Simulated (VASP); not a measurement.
The system is CuO.

```
CELL_PARAMETERS angstrom
1.99097 -2.15355 0.00000
1.99097 2.15355 0.00000
0.00000 0.00000 5.15593
ATOMIC_POSITIONS crystal
Cu 0.50000 0.00000 0.00000
Cu 0.00000 0.50000 0.50000
O 0.50000 0.50000 0.25000
O 0.50000 0.50000 0.75000
```

Base run:

```yaml
Program: VASP 6.6.1
Functional: r2SCAN
Potentials_or_basis: VASP PAW PBE potentials, release 64 (Cu, O)
Cutoff: 520 eV
k_mesh: 9 × 9 × 5
Occupations: fermi-dirac, width 0.05 eV
Spin: no spin polarisation
```

Its results: band gap on the k mesh zero (band 17 reaches 5.29 eV, above the bottom of band 18 at 4.44 eV); pressure -4.0 GPa.

**Question.** The run is repeated on the same cell with these changes: functional from r2SCAN to PBEsol. What comes out?

**Answer.** Band gap on the k mesh zero (band 17 reaches 5.32 eV, above the bottom of band 18 at 4.45 eV); pressure -5.4 GPa.

Caveats: the PAW data sets were made with another functional, which shifts forces and pressure a little; semilocal functionals often make such compounds metallic where correlation or magnetic order opens a gap, which also shifts bond lengths.
